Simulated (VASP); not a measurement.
# Li8Cl7 (a cell with a defect) in VASP: a series of runs

Li8Cl7 (a cell with a defect) is run at these levels: PBE; tasks: single point.

All numbers are computed with VASP 6.6.1; they aren't measurements. Logs are shortened: lines on timing, memory, paths and dates and some standing lists are left out, and cuts for length are marked.

## Step 1: The cell of the first run

The cell holds a defect, 15 atoms: a = 7.414 Å, b = 7.414 Å, c = 7.851 Å, α = 105.35°, β = 105.35°, γ = 116.06°.

## Step 2: Single point, PBE

File INCAR:

```
  PREC = Accurate
  ENCUT = 520
  EDIFF = 1E-6
  ISMEAR = 0
  SIGMA = 0.05
  LREAL = Auto
  LASPH = True
  NELM = 100
  ALGO = Normal
  ISIF = 2
  LWAVE = False
  LCHARG = False
  GGA = PE
  NBANDS = 50
```

File KPOINTS:

```
regular mesh
0
Gamma
  4 4 4
```

File POSCAR:

```
Li8Cl7
1.0
   -1.9626901213      3.3994790095     -6.2893910683
   -1.9626901213      3.3994790095      6.2893910683
    7.8507604851      0.0000000001      0.0000000000
Li Cl
8 7
Direct
    0.6536240366      0.5908260653      0.3318301363
    0.2222555376      0.1075146998      0.3592202045
    0.7264659752      0.6011765805      0.8319898360
    0.2286463214      0.0752778967      0.8394323165
    0.0968991039      0.5693926995      0.1578069211
    0.6622822466      0.0291595871      0.1559459187
    0.1581464022      0.5048260690      0.6374673549
    0.6537795042      0.0347189373      0.6590253389
    0.4276150028      0.9398324758      0.3242096944
    0.9255598364      0.4253430482      0.8111900444
    0.4251398630      0.8980881926      0.8189597231
    0.8308522810      0.8082830054      0.1760562734
    0.2524074007      0.3732675907      0.2471946671
    0.8366054065      0.8358143919      0.6736972586
    0.3427675677      0.3189873641      0.6981964203
```

Potentials or basis: VASP PAW PBE potentials, release 64 (Li_sv, Cl).

On the command line:

```sh
$ cat potpaw_PBE.64/Li_sv/POTCAR potpaw_PBE.64/Cl/POTCAR > POTCAR
$ mpirun -np 1 vasp_std > vasp.out
```

OUTCAR:

```text
PREC = Accurate
   ENCUT = 520
   EDIFF = 1E-6
   ISMEAR = 0
   LREAL = Auto
   LASPH = True
   NELM = 100
   ISIF = 2
   GGA = PE

 ion  position               nearest neighbor table
   1  0.654  0.591  0.332-  14 2.38  12 2.42  13 2.46
   2  0.222  0.108  0.359-  13 2.31  15 2.37   9 2.38  12 2.42
   3  0.726  0.601  0.832-  15 2.37  10 2.37  14 2.38  12 2.43
   4  0.229  0.075  0.839-  15 2.33  14 2.35  11 2.36
   5  0.097  0.569  0.158-  13 2.35  10 2.37   9 2.40
   6  0.662  0.029  0.156-  11 2.39   9 2.42  12 2.47
   7  0.158  0.505  0.637-  15 2.38  11 2.38  10 2.44
   8  0.654  0.035  0.659-  10 2.37  11 2.40  14 2.41   9 2.42
   9  0.428  0.940  0.324-   2 2.38   5 2.40   8 2.42   6 2.42
  10  0.926  0.425  0.811-   5 2.37   3 2.37   8 2.37   7 2.44
  11  0.425  0.898  0.819-   4 2.36   7 2.38   6 2.39   8 2.40
  12  0.831  0.808  0.176-   1 2.42   2 2.42   3 2.43   6 2.47
  13  0.252  0.373  0.247-   2 2.31   5 2.35   1 2.46
  14  0.837  0.836  0.674-   4 2.35   1 2.38   3 2.38   8 2.41
  15  0.343  0.319  0.698-   4 2.33   3 2.37   2 2.37   7 2.38

  LATTYP: Found a face centered orthorhombic cell.
 ALAT       =     7.8507604850
 B/A-ratio  =     1.6022374088
 C/A-ratio  =     1.7320508076

  Lattice vectors:

 A1 = (   5.8880703638,   3.3994790096,   6.2893910683)
 A2 = (   3.9253802425,   6.7989580191,   0.0000000000)
 A3 = (  -1.9626901213,   3.3994790095,   6.2893910683)

Analysis of symmetry for initial positions (statically):
=====================================================================
 Subroutine PRICEL returns:
 Original cell was already a primitive cell.

 Routine SETGRP: Setting up the symmetry group for a
 face centered orthorhombic supercell.

 Subroutine GETGRP returns: Found  1 space group operations
 (whereof  1 operations were pure point group operations)
 out of a pool of  8 trial point group operations.

The static configuration has the point symmetry C_1 .

Analysis of symmetry for dynamics (positions and initial velocities):
=====================================================================
 Subroutine PRICEL returns:
 Original cell was already a primitive cell.

 Routine SETGRP: Setting up the symmetry group for a
 face centered orthorhombic supercell.

 Subroutine GETGRP returns: Found  1 space group operations
 (whereof  1 operations were pure point group operations)
 out of a pool of  8 trial point group operations.

The dynamic configuration has the point symmetry C_1 .

 Subroutine INISYM returns: Found  1 space group operations
 (whereof  1 operations are pure point group operations),
 and found     1 'primitive' translations

----------------------------------------------------------------------------------------

                                     Primitive cell

  volume of cell :     335.7088

  direct lattice vectors                    reciprocal lattice vectors
    -1.962690121  3.399479009 -6.289391068    -0.000000000  0.147081361 -0.079498952
    -1.962690121  3.399479009  6.289391068    -0.000000000  0.147081361  0.079498952
     7.850760485  0.000000000  0.000000000     0.127376195  0.073540681  0.000000000

  length of vectors
     7.413841788  7.413841788  7.850760485     0.167191537  0.167191537  0.147081361

  position of ions in fractional coordinates (direct lattice)
     0.653624037  0.590826065  0.331830136
     0.222255538  0.107514700  0.359220204
     0.726465975  0.601176581  0.831989836
     0.228646321  0.075277897  0.839432317
     0.096899104  0.569392699  0.157806921
     0.662282247  0.029159587  0.155945919
     0.158146402  0.504826069  0.637467355
     0.653779504  0.034718937  0.659025339
     0.427615003  0.939832476  0.324209694
     0.925559836  0.425343048  0.811190044
     0.425139863  0.898088193  0.818959723
     0.830852281  0.808283005  0.176056273
     0.252407401  0.373267591  0.247194667
     0.836605406  0.835814392  0.673697259
     0.342767568  0.318987364  0.698196420

  ion indices of the primitive-cell ions
   primitive index   ion index
                 1           1
                 2           2
                 3           3
                 4           4
                 5           5
                 6           6
                 7           7
                 8           8
                 9           9
                10          10
                11          11
                12          12
                13          13
                14          14
                15          15

----------------------------------------------------------------------------------------

 KPOINTS: regular mesh

Automatic generation of k-mesh.
 Grid dimensions read from file:
 generate k-points for:    4    4    4

 Generating k-lattice:

  Cartesian coordinates                     Fractional coordinates (reciprocal lattice)
    -0.000000000  0.036770340 -0.019874738     0.250000000 -0.000000000  0.000000000
    -0.000000000  0.036770340  0.019874738    -0.000000000  0.250000000  0.000000000
     0.031844049  0.018385170  0.000000000     0.000000000  0.000000000  0.250000000

  Length of vectors
     0.041797884  0.041797884  0.036770340

  Shift w.r.t. Gamma in fractional coordinates (k-lattice)
     0.000000000  0.000000000  0.000000000

 Subroutine IBZKPT returns following result:
 ===========================================

 Found     36 irreducible k-points:

 Following reciprocal coordinates:
            Coordinates               Weight
  0.000000  0.000000  0.000000      1.000000
  0.250000  0.000000  0.000000      2.000000
  0.000000  0.250000 -0.250000      2.000000
 -0.000000 -0.250000  0.000000      2.000000
 -0.250000 -0.000000  0.250000      2.000000
  0.500000  0.000000  0.000000      1.000000
[... 16 lines left out ...]
  0.500000 -0.000000  0.250000      2.000000
 -0.000000  0.500000  0.250000      2.000000
 [... further k-points ...]
   k-points           NKPTS =     36   k-points in BZ     NKDIM =     36   number of bands    NBANDS=     50
   number of dos      NEDOS =    301   number of ions     NIONS =     15
   total plane-waves  NPLWV = 188160
   dimension x,y,z NGX =    56 NGY =   56 NGZ =   60
   dimension x,y,z NGXF=   112 NGYF=  112 NGZF=  120
   ions per type =               8   7
   NGX,Y,Z   is equivalent  to a cutoff of  12.56, 12.56, 12.71 a.u.
   NGXF,Y,Z  is equivalent  to a cutoff of  25.11, 25.11, 25.41 a.u.
 SYSTEM =  unknown system
   PREC   = accura    normal or accurate (medium, high low for compatibility)
   ISTART =      0    job   : 0-new  1-cont  2-samecut
   ICHARG =      2    charge: 1-file 2-atom 10-const
   ISPIN  =      1    spin polarized calculation?
   LNONCOLLINEAR =      F non collinear calculations
   LSORBIT =      F    spin-orbit coupling
   LASPH  =      T    aspherical Exc in radial PAW
   ENCUT  =  520.0 eV  38.22 Ry    6.18 a.u.  13.78 13.78 14.60*2*pi/ulx,y,z
   NELM   =    100;   NELMIN=  2; NELMDL= -5     # of ELM steps
   EDIFF  = 0.1E-05   stopping-criterion for ELM
   LREAL  =      T    real-space projection
   EDIFFG = 0.1E-04   stopping-criterion for IOM
   NSW    =      0    number of steps for IOM
   IBRION =     -1    ionic relax: 0-MD 1-quasi-New 2-CG
   NFREE  =      0    steps in history (QN), initial steepest desc. (CG)
   ISIF   =      2    stress and relaxation
   ISYM   =      2    0-nonsym 1-usesym 2-fastsym
   POTIM  = 0.5000    time-step for ionic-motion
   TEBEG  =    0.0;   TEEND  =   0.0 temperature during run
   PSTRESS=    0.0 pullay stress
   NELECT =      73.0000    total number of electrons
   NUPDOWN=      -1.0000    fix difference up-down
   EMIN   =  10.00;   EMAX   =-10.00  energy-range for DOS
   EFERMI =   0.00;   METHOD = LEGACY
   ISMEAR =     0;   SIGMA  =   0.05  broadening in eV -4-tet -1-fermi 0-gaus
   EFERMI_NEDOS =   21; number of points for ismear=-14 and -15
   IALGO  =     38    algorithm
   IMIX   =      4    mixing-type and parameters
     AMIX     =   0.40;   BMIX     =  1.00
     AMIX_MAG =   1.60;   BMIX_MAG =  1.00
  volume/ion in A,a.u.               =      22.38       151.03
  Fermi-wavevector in a.u.,A,eV,Ry     =   0.984453  1.860346 13.186049  0.969147
  Thomas-Fermi vector in A             =   2.115687
   LORBIT       =      0    0 simple, 1 ext, 2 COOP (PROOUT), +10 PAW based schemes
   GGA     = PE    functional components
   LHFCALC =     F    Hartree Fock is set to
   AEXX    =    0.0000 exact exchange contribution
   IVDW    =     0    specifies the selected vdW correction
   LEPSILON=     F    determine dielectric tensor
   LRPA    =     F    only Hartree local field effects (RPA)
 non-spin polarized calculation
 Gauss-broadening in eV      SIGMA  =   0.05
  energy-cutoff  :      520.00
  volume of cell :      335.71
 maximum number of plane-waves:      9073
   NGX = 27   NGY = 27   NGZ = 29

 number of electron      72.9999992 magnetization

 Free energy of the ion-electron system (eV)
  ---------------------------------------------------
  ext. energy  EPLUGINS =         0.00000000
  ---------------------------------------------------
  free energy    TOTEN  =       -52.31602285 eV

  energy without entropy =      -52.30952498  energy(sigma->0) =      -52.31277392

 E-fermi :   3.2267     XC(G=0):  -7.3658

 val. band max:        3.2195688825   @ k =  -0.0000   0.5000   0.5000
 cond. band min:       3.2290653000   @ k =  -0.2500   0.5000   0.0000
 fundamental gap:      0.0094964175
 Fermi energy:         3.2267140444

 k-point     1 :       0.0000    0.0000    0.0000
  band No.  band energies     occupation
      1     -45.0590      2.00000
      2     -44.9622      2.00000
      3     -44.9160      2.00000
      4     -44.8783      2.00000
      5     -44.7596      2.00000
      6     -44.7151      2.00000
[... 1213 lines left out ...]
     47       7.4829      0.00000
     48       7.5797      0.00000

 [... further k-points ...]

 [bands above 48 left out]

------------------------ aborting loop because EDIFF is reached ----------------------------------------

  FORCE on cell =-STRESS in cart. coord.  units (eV):
  Direction    XX          YY          ZZ          XY          YZ          ZX
  --------------------------------------------------------------------------------------
  -------------------------------------------------------------------------------------
  Total       -0.5500311     -0.2952992     -0.7284681     -0.1639790      0.7399838     -0.7956186
  in kB       -2.6250353     -1.4093216     -3.4766297     -0.7825932      3.5315888     -3.7971071
  external PRESSURE =      -2.5036622 kB  Pullay stress =       0.0000000 kB

 VOLUME and BASIS-vectors are now :
 -----------------------------------------------------------------------------
  energy-cutoff  :      520.00
  volume of cell :      335.71
      direct lattice vectors                 reciprocal lattice vectors
    -1.962690121  3.399479009 -6.289391068    -0.000000000  0.147081361 -0.079498952
    -1.962690121  3.399479009  6.289391068    -0.000000000  0.147081361  0.079498952
     7.850760485  0.000000000  0.000000000     0.127376195  0.073540681  0.000000000

 POSITION                                       TOTAL-FORCE (eV/Angst)
 -----------------------------------------------------------------------------------
      0.16265      4.23048     -0.39496         0.010162     -0.009034     -0.001402
      2.17291      1.12105     -0.72165         0.022804     -0.033238      0.006824
      3.92600      4.51329     -0.78799         0.016219      0.004204      0.020664
      5.99367      1.03318     -0.96459         0.007831      0.003173      0.060102
     -0.06882      2.26504      2.97170         0.053843     -0.023588     -0.089388
     -0.13279      2.35054     -3.98196         0.030182     -0.035208      0.012723
      3.70339      2.25376      2.18040         0.067304     -0.012911      0.065530
      3.82254      2.34054     -3.89351         0.006599     -0.009054      0.011923
     -0.13858      4.64861      3.22154         0.013346     -0.012895      0.031082
      3.71706      4.59237     -3.14606         0.036187     -0.008668      0.014950
      3.83237      4.49829      2.97456         0.015394      0.002255      0.043505
     -1.83494      5.57221     -0.14195        -0.003184      0.005705      0.057532
      0.71266      2.12697      0.76014        -0.284730      0.134913     -0.298440
      2.00659      5.68536     -0.00498         0.020159     -0.000905      0.011571
      4.18255      2.24962     -0.14956        -0.012116     -0.004749      0.052823
 -----------------------------------------------------------------------------------
    total drift:                               -0.004104      0.003919     -0.006099

  FREE ENERGIE OF THE ION-ELECTRON SYSTEM (eV)
  ---------------------------------------------------
  free  energy   TOTEN  =       -52.3160228513 eV

  energy  without entropy=      -52.3095249794  energy(sigma->0) =      -52.31277392
```

Wall time 7.4 min (1 thread of Intel Xeon 6975P-C (Granite Rapids), shared host); peak memory 0.63 GiB.

Results:

| Property | Result |
| --- | --- |
| Free energy | -52.3160 eV |
| Largest force | 0.434 eV/Å |
| Band gap on the k mesh | zero (an odd number of electrons rules out a gap without spin polarisation) |

Forces in eV/Å, atoms in the order of the input:
```
Li   0.010 -0.009 -0.001
Li   0.023 -0.033  0.007
Li   0.016  0.004  0.021
Li   0.008  0.003  0.060
Li   0.054 -0.024 -0.089
Li   0.030 -0.035  0.013
Li   0.067 -0.013  0.066
Li   0.007 -0.009  0.012
Cl   0.013 -0.013  0.031
Cl   0.036 -0.009  0.015
Cl   0.015  0.002  0.044
Cl  -0.003  0.006  0.058
Cl  -0.285  0.135 -0.298
Cl   0.020 -0.001  0.012
Cl  -0.012 -0.005  0.053
```

Caveat: the cutoff is under 1.25 times the usual one of these potentials, so pressure, stress and relaxed cells hold a basis-set (Pulay) error; an odd number of electrons without spin polarisation forces a metal; a magnetic or distorted state may lie lower.

## Step 3: Single point, PBE

File INCAR:

```
SYSTEM = Li8Cl7
PREC = Accurate
ENCUT = 520
EDIFF = 1E-7
ISMEAR = 0
SIGMA = 0.05
LREAL = Auto
LASPH = .True.
NELM = 60
ALGO = Normal
ISIF = 2
LWAVE = .False.
LCHARG = .False.
GGA = PE
NBANDS = 50
```

File KPOINTS:

```
Automatic mesh
0
Gamma
  4 4 4
  0 0 0
```

File POSCAR:

```
Li8Cl7
1.0
   -1.9626901213      3.3994790095     -6.2893910683
   -1.9626901213      3.3994790095      6.2893910683
    7.8507604851      0.0000000001      0.0000000000
Li Cl
8 7
Direct
    0.6483940910      0.5926852003      0.3322172508
    0.2258940692      0.1141509779      0.3607379260
    0.7234424823      0.5989639769      0.8298170739
    0.2311400267      0.0686320846      0.8391416060
    0.0860551266      0.5849485753      0.1519132241
    0.6667091307      0.0367354246      0.1564283717
    0.1643946961      0.4999241579      0.6266543301
    0.6519914863      0.0364031157      0.6605854675
    0.4304525269      0.9405104904      0.3241961814
    0.9265247232      0.4259322230      0.8065916544
    0.4261827663      0.8926857978      0.8182223001
    0.8340571915      0.8020385115      0.1767671904
    0.1781573550      0.3824332516      0.2895702461
    0.8347931085      0.8360714516      0.6735495722
    0.3454131433      0.3142829436      0.7036075044
```

Potentials or basis: VASP PAW PBE potentials, release 64 (Li_sv, Cl).

On the command line:

```sh
$ cat potpaw_PBE.64/Li_sv/POTCAR potpaw_PBE.64/Cl/POTCAR > POTCAR
$ mpirun -np 1 vasp_std > vasp.out
```

Wall time 8.9 min (1 thread of Intel Xeon 6975P-C (Granite Rapids), shared host); peak memory 0.63 GiB.

It converged, with:

- Free energy: -52.0966 eV
- Largest force: 0.010 eV/Å
- Band gap on the k mesh: zero (an odd number of electrons rules out a gap without spin polarisation)

Forces on the atoms (eV/Å):
```
Li   0.004 -0.006  0.005
Li  -0.002 -0.001  0.001
Li  -0.001  0.003  0.002
Li   0.000  0.000  0.001
Li  -0.001 -0.004  0.007
Li  -0.001 -0.004  0.006
Li  -0.003 -0.001 -0.003
Li   0.001  0.001  0.002
Cl  -0.002  0.002 -0.006
Cl   0.002  0.002 -0.001
Cl   0.002  0.002 -0.003
Cl  -0.004  0.007 -0.005
Cl   0.002  0.001  0.001
Cl   0.003  0.000 -0.002
Cl   0.001 -0.001 -0.003
```

Levels at points of the mesh, in eV from the Fermi level:
```csv
k point,band 34,band 35,band 36,band 37,band 38,band 39
"(0.00, 0.00, 0.00)",-5.20,-5.08,-5.00,-0.60,1.54,1.66
"(0.50, 0.00, 0.00)",-5.36,-5.17,-5.10,0.27,0.84,2.08
"(0.00, 0.50, 0.50)",-5.28,-5.23,-5.01,-0.07,1.37,1.81
"(0.00, 0.50, 0.00)",-5.30,-5.11,-5.09,-0.12,1.37,1.96
"(0.50, 0.00, 0.50)",-5.30,-5.20,-5.01,0.31,1.00,1.77
"(0.50, 0.50, 0.00)",-5.33,-5.19,-5.03,0.20,0.92,1.80
"(0.00, 0.00, 0.50)",-5.19,-5.14,-5.11,-0.14,1.30,2.07
"(0.50, 0.50, 0.50)",-5.45,-5.16,-5.09,0.32,1.08,1.91
```

Caveat: the cutoff is under 1.25 times the usual one of these potentials, so pressure, stress and relaxed cells hold a basis-set (Pulay) error; an odd number of electrons without spin polarisation forces a metal; a magnetic or distorted state may lie lower.
